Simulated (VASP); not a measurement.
# InSb (R-3m) in VASP: a series of runs

The runs below take InSb through single point, with PBE+D3(BJ).

Program: VASP 6.6.1. These are calculated values, not measurements. Logs are shortened: lines on timing, memory, paths and dates and some standing lists are left out, and cuts for length are marked.

**1. The cell of the first run**

The structure is trigonal, space group R-3m (No. 166). Conventional cell: a = 5.685 Å, b = 5.685 Å, c = 5.918 Å, α = 90.00°, β = 90.00°, γ = 120.00°. In (site symmetry -3m) has 8 Sb at 2.96 to 3.43 Å and 6 In at 3.83 Å within 3.9 Å. Sb (site symmetry -3m) has 8 In at 2.96 to 3.43 Å and 6 Sb at 3.83 Å within 3.9 Å.

**2. Single point, PBE+D3(BJ)**

File INCAR:

```
SYSTEM = InSb
ALGO = Normal
EDIFF = 1E-6
ENCUT = 520
GGA = PE
ISIF = 2
ISMEAR = 0
IVDW = 12
LASPH = .TRUE.
LCHARG = .TRUE.
LELF = .TRUE.
LREAL = .FALSE.
LVHAR = .TRUE.
LWAVE = .FALSE.
NBANDS = 16
NELM = 80
PREC = Accurate
SIGMA = 0.15
```

File KPOINTS:

```
k-points
0
G
  14 14 14
  0 0 0
```

File POSCAR:

```
InSb
1.0
    3.8186326301     -0.2009806647     -0.2009806647
   -0.2009806647      3.8186326301     -0.2009806647
   -0.2009806647     -0.2009806647      3.8186326301
In Sb
1 1
Direct
    0.0000000000      0.0000000000      0.0000000000
    0.5000000000      0.5000000000      0.5000000000
```

Potentials or basis: VASP PAW PBE potentials, release 64 (In_d, Sb).

The run is started by

```
$ cat potpaw_PBE.64/In_d/POTCAR potpaw_PBE.64/Sb/POTCAR > POTCAR
$ mpirun -np 1 vasp_std > vasp.out
```

OUTCAR:

```text
SYSTEM = InSb
   EDIFF = 1E-6
   ENCUT = 520
   GGA = PE
   ISIF = 2
   ISMEAR = 0
   IVDW = 12
   LASPH = .TRUE.
   LREAL = .FALSE.
   NELM = 80
   PREC = Accurate
 IVDW          = 12

 ion  position               nearest neighbor table
   1  0.000  0.000  0.000-   2 2.96   2 2.96   2 3.43   2 3.43   2 3.43   2 3.43   2 3.43   2 3.43

   2  0.500  0.500  0.500-   1 2.96   1 2.96   1 3.43   1 3.43   1 3.43   1 3.43   1 3.43   1 3.43

  LATTYP: Found a trigonal (rhomboedric) cell.
 ALAT       =     3.8291959494
 COS(alpha) =    -0.1019283746

  Lattice vectors:

 A1 = (   3.8186326301,  -0.2009806647,  -0.2009806647)
 A2 = (  -0.2009806647,   3.8186326301,  -0.2009806647)
 A3 = (  -0.2009806647,  -0.2009806647,   3.8186326301)

Analysis of symmetry for initial positions (statically):
=====================================================================
 Subroutine PRICEL returns:
 Original cell was already a primitive cell.

 Routine SETGRP: Setting up the symmetry group for a
 trigonal (rhombohedral) supercell.

 Subroutine GETGRP returns: Found 12 space group operations
 (whereof 12 operations were pure point group operations)
 out of a pool of 12 trial point group operations.

The static configuration has the point symmetry D_3d.

Analysis of symmetry for dynamics (positions and initial velocities):
=====================================================================
 Subroutine PRICEL returns:
 Original cell was already a primitive cell.

 Routine SETGRP: Setting up the symmetry group for a
 trigonal (rhombohedral) supercell.

 Subroutine GETGRP returns: Found 12 space group operations
 (whereof 12 operations were pure point group operations)
 out of a pool of 12 trial point group operations.

The dynamic configuration has the point symmetry D_3d.

 Subroutine INISYM returns: Found 12 space group operations
 (whereof 12 operations are pure point group operations),
 and found     1 'primitive' translations

----------------------------------------------------------------------------------------

                                     Primitive cell

  volume of cell :      55.2042

  direct lattice vectors                    reciprocal lattice vectors
     3.818632630 -0.200980665 -0.200980665     0.263414277  0.014634126  0.014634126
    -0.200980665  3.818632630 -0.200980665     0.014634126  0.263414277  0.014634126
    -0.200980665 -0.200980665  3.818632630     0.014634126  0.014634126  0.263414277

  length of vectors
     3.829195949  3.829195949  3.829195949     0.264226033  0.264226033  0.264226033

  position of ions in fractional coordinates (direct lattice)
     0.000000000  0.000000000  0.000000000
     0.500000000  0.500000000  0.500000000

  ion indices of the primitive-cell ions
   primitive index   ion index
                 1           1
                 2           2

----------------------------------------------------------------------------------------

 KPOINTS: k-points

Automatic generation of k-mesh.
 Grid dimensions read from file:
 generate k-points for:   14   14   14

 Generating k-lattice:

  Cartesian coordinates                     Fractional coordinates (reciprocal lattice)
     0.018815305  0.001045295  0.001045295     0.071428571 -0.000000000  0.000000000
     0.001045295  0.018815305  0.001045295    -0.000000000  0.071428571  0.000000000
     0.001045295  0.001045295  0.018815305     0.000000000  0.000000000  0.071428571

  Length of vectors
     0.018873288  0.018873288  0.018873288

  Shift w.r.t. Gamma in fractional coordinates (k-lattice)
     0.000000000  0.000000000  0.000000000

 Subroutine IBZKPT returns following result:
 ===========================================

 Found    288 irreducible k-points:

 Following reciprocal coordinates:
            Coordinates               Weight
  0.000000  0.000000  0.000000      1.000000
  0.071429 -0.000000  0.000000      6.000000
  0.142857 -0.000000 -0.000000      6.000000
  0.214286 -0.000000 -0.000000      6.000000
  0.285714 -0.000000 -0.000000      6.000000
  0.357143 -0.000000 -0.000000      6.000000
[... 16 lines left out ...]
  0.214286  0.142857 -0.000000     12.000000
  0.285714  0.142857 -0.000000     12.000000
 [... further k-points ...]
   k-points           NKPTS =    288   k-points in BZ     NKDIM =    288   number of bands    NBANDS=     16
   number of dos      NEDOS =    301   number of ions     NIONS =      2
   total plane-waves  NPLWV =  21952
   dimension x,y,z NGX =    28 NGY =   28 NGZ =   28
   dimension x,y,z NGXF=    56 NGYF=   56 NGZF=   56
   ions per type =               1   1
   NGX,Y,Z   is equivalent  to a cutoff of  12.16, 12.16, 12.16 a.u.
   NGXF,Y,Z  is equivalent  to a cutoff of  24.31, 24.31, 24.31 a.u.
 SYSTEM =  InSb
   PREC   = accura    normal or accurate (medium, high low for compatibility)
   ISTART =      0    job   : 0-new  1-cont  2-samecut
   ICHARG =      2    charge: 1-file 2-atom 10-const
   ISPIN  =      1    spin polarized calculation?
   LNONCOLLINEAR =      F non collinear calculations
   LSORBIT =      F    spin-orbit coupling
   LASPH  =      T    aspherical Exc in radial PAW
   ENCUT  =  520.0 eV  38.22 Ry    6.18 a.u.   7.12  7.12  7.12*2*pi/ulx,y,z
   NELM   =     80;   NELMIN=  2; NELMDL= -5     # of ELM steps
   EDIFF  = 0.1E-05   stopping-criterion for ELM
   LREAL  =      F    real-space projection
   EDIFFG = 0.1E-04   stopping-criterion for IOM
   NSW    =      0    number of steps for IOM
   IBRION =     -1    ionic relax: 0-MD 1-quasi-New 2-CG
   NFREE  =      0    steps in history (QN), initial steepest desc. (CG)
   ISIF   =      2    stress and relaxation
   ISYM   =      2    0-nonsym 1-usesym 2-fastsym
   POTIM  = 0.5000    time-step for ionic-motion
   TEBEG  =    0.0;   TEEND  =   0.0 temperature during run
   PSTRESS=    0.0 pullay stress
   NELECT =      18.0000    total number of electrons
   NUPDOWN=      -1.0000    fix difference up-down
   EMIN   =  10.00;   EMAX   =-10.00  energy-range for DOS
   EFERMI =   0.00;   METHOD = LEGACY
   ISMEAR =     0;   SIGMA  =   0.15  broadening in eV -4-tet -1-fermi 0-gaus
   EFERMI_NEDOS =   21; number of points for ismear=-14 and -15
   IALGO  =     38    algorithm
   IMIX   =      4    mixing-type and parameters
     AMIX     =   0.40;   BMIX     =  1.00
     AMIX_MAG =   1.60;   BMIX_MAG =  1.00
  volume/ion in A,a.u.               =      27.60       186.27
  Fermi-wavevector in a.u.,A,eV,Ry     =   1.126787  2.129318 17.274616  1.269648
  Thomas-Fermi vector in A             =   2.263470
   LORBIT       =      0    0 simple, 1 ext, 2 COOP (PROOUT), +10 PAW based schemes
   GGA     = PE    functional components
   LHFCALC =     F    Hartree Fock is set to
   AEXX    =    0.0000 exact exchange contribution
   IVDW    =    12    specifies the selected vdW correction
   LEPSILON=     F    determine dielectric tensor
   LRPA    =     F    only Hartree local field effects (RPA)
 non-spin polarized calculation
 Gauss-broadening in eV      SIGMA  =   0.15
  energy-cutoff  :      520.00
  volume of cell :       55.20
 maximum number of plane-waves:      1508
   NGX = 15   NGY = 15   NGZ = 15

 number of electron      17.9999995 magnetization

 Free energy of the ion-electron system (eV)
  ---------------------------------------------------
  ext. energy  EPLUGINS =         0.00000000
  ---------------------------------------------------
  free energy    TOTEN  =        -6.36321930 eV

  energy without entropy =       -6.34796304  energy(sigma->0) =       -6.35559117

 E-fermi :   7.4407     XC(G=0): -10.0388

 val. band max:        7.4351369100   @ k =   0.5000   0.0714  -0.0000
 cond. band min:       7.4412808617   @ k =  -0.3571   0.1429   0.1429
 fundamental gap:      0.0061439517
 Fermi energy:         7.4407242502

 k-point     1 :       0.0000    0.0000    0.0000
  band No.  band energies     occupation
      1      -7.1122      2.00000
      2      -7.1122      2.00000
      3      -7.0699      2.00000
      4      -7.0068      2.00000
      5      -7.0068      2.00000
      6      -3.8928      2.00000
[... 8 lines left out ...]
     15      17.9940      0.00000
     16      18.0098      0.00000

 k-point     2 :       0.0714   -0.0000    0.0000
  band No.  band energies     occupation
      1      -7.1120      2.00000
      2      -7.1077      2.00000
      3      -7.0710      2.00000
      4      -7.0084      2.00000
      5      -7.0075      2.00000
      6      -3.8452      2.00000
[... 8 lines left out ...]
     15      17.4896      0.00000
     16      17.7881      0.00000

 k-point     3 :       0.1429   -0.0000   -0.0000
  band No.  band energies     occupation
      1      -7.1114      2.00000
      2      -7.0952      2.00000
      3      -7.0742      2.00000
      4      -7.0129      2.00000
      5      -7.0092      2.00000
      6      -3.7036      2.00000
[... 8 lines left out ...]
     15      16.6260      0.00000
     16      17.3328      0.00000

 k-point     4 :       0.2143   -0.0000   -0.0000
  band No.  band energies     occupation
      1      -7.1108      2.00000
      2      -7.0810      2.00000
      3      -7.0756      2.00000
      4      -7.0193      2.00000
      5      -7.0112      2.00000
      6      -3.4728      2.00000
[... 8 lines left out ...]
     15      15.5975      0.00000
     16      17.1444      0.00000

 k-point     5 :       0.2857   -0.0000   -0.0000
  band No.  band energies     occupation
      1      -7.1101      2.00000
      2      -7.0868      2.00000
      3      -7.0566      2.00000
      4      -7.0262      2.00000
      5      -7.0129      2.00000
      6      -3.1652      2.00000
[... 8 lines left out ...]
     15      16.1727      0.00000
     16      16.8136      0.00000

 k-point     6 :       0.3571   -0.0000   -0.0000
  band No.  band energies     occupation
      1      -7.1097      2.00000
      2      -7.0933      2.00000
      3      -7.0388      2.00000
      4      -7.0323      2.00000
      5      -7.0139      2.00000
      6      -2.8111      2.00000
[... 8 lines left out ...]
     15      16.0553      0.00000
     16      17.8374      0.00000

 k-point     7 :       0.4286   -0.0000   -0.0000
  band No.  band energies     occupation
      1      -7.1096      2.00000
      2      -7.0982      2.00000
      3      -7.0364      2.00000
      4      -7.0266      2.00000
      5      -7.0143      2.00000
      6      -2.4854      2.00000
[... 8 lines left out ...]
     15      15.3043      0.00000
     16      18.7120      0.00000

 k-point     8 :       0.5000   -0.0000   -0.0000
  band No.  band energies     occupation
      1      -7.1096      2.00000
      2      -7.1000      2.00000
      3      -7.0378      2.00000
      4      -7.0223      2.00000
      5      -7.0143      2.00000
      6      -2.3396      2.00000
[... 8 lines left out ...]
     15      14.9043      0.00000
     16      19.2055      0.00000

 k-point     9 :       0.0714    0.0714    0.0000
  band No.  band energies     occupation
      1      -7.1098      2.00000
      2      -7.1056      2.00000
      3      -7.0707      2.00000
      4      -7.0093      2.00000
      5      -7.0085      2.00000
      6      -3.7896      2.00000
[... 8 lines left out ...]
     15      16.6877      0.00000
     16      17.8227      0.00000
[... 172 lines left out ...]
 k-point    19 :      -0.2143    0.0714    0.0000
  band No.  band energies     occupation
      1      -7.1070      2.00000
      2      -7.0854      2.00000
      3      -7.0743      2.00000
      4      -7.0211      2.00000
      5      -7.0129      2.00000
      6      -3.4482      2.00000
[... 8 lines left out ...]
     15      16.3120      0.00000
     16      16.6758      0.00000

 k-point    20 :      -0.1429    0.0714   -0.0000
  band No.  band energies     occupation
      1      -7.1080      2.00000
      2      -7.0930      2.00000
      3      -7.0784      2.00000
      4      -7.0145      2.00000
      5      -7.0109      2.00000
      6      -3.6712      2.00000
[... 8 lines left out ...]
     15      16.7931      0.00000
     16      17.2530      0.00000

 k-point    21 :      -0.0714    0.0714    0.0000
  band No.  band energies     occupation
      1      -7.1095      2.00000
      2      -7.1050      2.00000
      3      -7.0737      2.00000
      4      -7.0099      2.00000
      5      -7.0088      2.00000
      6      -3.8052      2.00000
[... 8 lines left out ...]
     15      17.2234      0.00000
     16      17.7901      0.00000

 k-point    22 :       0.1429    0.1429   -0.0000
  band No.  band energies     occupation
      1      -7.1031      2.00000
      2      -7.0867      2.00000
      3      -7.0754      2.00000
      4      -7.0171      2.00000
      5      -7.0131      2.00000
      6      -3.4794      2.00000
[... 8 lines left out ...]
     15      14.5776      0.00000
     16      17.4710      0.00000

 k-point    23 :       0.2143    0.1429   -0.0000
  band No.  band energies     occupation
      1      -7.1004      2.00000
      2      -7.0813      2.00000
      3      -7.0703      2.00000
      4      -7.0235      2.00000
      5      -7.0159      2.00000
      6      -3.2297      2.00000
[... 8 lines left out ...]
     15      15.3743      0.00000
     16      17.1906      0.00000

 k-point    24 :       0.2857    0.1429   -0.0000
  band No.  band energies     occupation
      1      -7.0992      2.00000
      2      -7.0900      2.00000
      3      -7.0505      2.00000
      4      -7.0307      2.00000
      5      -7.0180      2.00000
      6      -2.9060      2.00000
[... 8 lines left out ...]
     15      16.5749      0.00000
     16      16.8118      0.00000

 [... further k-points ...]

------------------------ aborting loop because EDIFF is reached ----------------------------------------

 Edisp (eV)   -0.82068

 E8    (eV) :    -0.3930

  FORCE on cell =-STRESS in cart. coord.  units (eV):
  Direction    XX          YY          ZZ          XY          YZ          ZX
  --------------------------------------------------------------------------------------
  -------------------------------------------------------------------------------------
  Total      -0.33387    -0.33387    -0.33387     0.90045     0.90045     0.90045
  in kB      -9.68991    -9.68991    -9.68991    26.13345    26.13345    26.13345
  external pressure =       -9.69 kB  Pullay stress =        0.00 kB

 VOLUME and BASIS-vectors are now :
 -----------------------------------------------------------------------------
  energy-cutoff  :      520.00
  volume of cell :       55.20
      direct lattice vectors                 reciprocal lattice vectors
     3.818632630 -0.200980665 -0.200980665     0.263414277  0.014634126  0.014634126
    -0.200980665  3.818632630 -0.200980665     0.014634126  0.263414277  0.014634126
    -0.200980665 -0.200980665  3.818632630     0.014634126  0.014634126  0.263414277

 POSITION                                       TOTAL-FORCE (eV/Angst)
 -----------------------------------------------------------------------------------
      0.00000      0.00000      0.00000        -0.000000     -0.000000      0.000000
      1.70834      1.70834      1.70834         0.000000      0.000000     -0.000000
 -----------------------------------------------------------------------------------
    total drift:                               -0.000000      0.000000     -0.000000

  FREE ENERGIE OF THE ION-ELECTRON SYSTEM (eV)
  ---------------------------------------------------
  free  energy   TOTEN  =        -7.1839016072 eV

  energy  without entropy=       -7.1686453502  energy(sigma->0) =       -7.17627348
```

Run time: 76 s. Hardware: 1 thread of Intel Xeon Platinum 8559C (Emerald Rapids), shared host; peak memory 0.38 GiB.

What came out:

```yaml
Free_energy: -7.1839 eV
Pressure: -1.0 GPa
Band_gap_on_the_k_mesh: zero (bands 9 and 10 overlap by 3.72 eV)
Dispersion_energy_per_atom: -0.410 eV
```

Caveat: spin-orbit coupling is left out, which moves the levels of the heavy elements.

**3. Single point, PBE+D3(BJ)**

File INCAR:

```
SYSTEM = InSb
PREC = Accurate
ENCUT = 520
EDIFF = 1E-6
ISMEAR = 0
SIGMA = 0.15
LREAL = .FALSE.
LASPH = .TRUE.
NELM = 100
ALGO = Normal
ISIF = 2
LWAVE = .FALSE.
LCHARG = .FALSE.
GGA = PE
IVDW = 12
NBANDS = 16
```

File KPOINTS:

```
Automatic mesh
0
G
  14 14 14
  0 0 0
```

File POSCAR:

```
InSb
1.0
    3.8220135653      0.2388758478      0.2388758478
    0.2388758478      3.8220135653      0.2388758478
    0.2388758478      0.2388758478      3.8220135653
In Sb
1 1
Direct
    0.0000000000      0.0000000000      0.0000000000
    0.5000000000      0.5000000000      0.5000000000
```

Potentials or basis: VASP PAW PBE potentials, release 64 (In_d, Sb).

The run is started by

```
$ cat potpaw_PBE.64/In_d/POTCAR potpaw_PBE.64/Sb/POTCAR > POTCAR
$ mpirun -np 1 vasp_std > vasp.out
```

Wall time 96 s (1 thread of Intel Xeon Platinum 8559C (Emerald Rapids), shared host); peak memory 0.38 GiB.

Results (log left out):

```
Free energy                : -7.2603 eV
Pressure                   : -1.6 GPa
Band gap on the k mesh     : zero (bands 9 and 10 overlap by 2.75 eV)
Dispersion energy per atom : -0.410 eV
```

Stress tensor (GPa, compression positive):
```
-1.56 -0.61 -0.61
-0.61 -1.56 -0.61
-0.61 -0.61 -1.56
```

Levels at points of the mesh, in eV from the Fermi level:
| k point | band 7 | band 8 | band 9 | band 10 | band 11 | band 12 |
| --- | --- | --- | --- | --- | --- | --- |
| (0.00, 0.00, 0.00) | -1.96 | -0.99 | -0.99 | 0.29 | 4.25 | 4.25 |
| (0.50, 0.00, 0.00) | -7.01 | 0.79 | 0.98 | 1.97 | 3.09 | 3.24 |
| (0.50, 0.50, 0.00) | -4.55 | -4.04 | -4.01 | 1.01 | 5.12 | 5.51 |
| (0.50, 0.50, 0.50) | -3.97 | -1.71 | -1.71 | -0.88 | -0.55 | 0.07 |

Caveat: spin-orbit coupling is left out, which moves the levels of the heavy elements.

The gap in the log of VASP goes by the Fermi energy; the results here count the filled bands.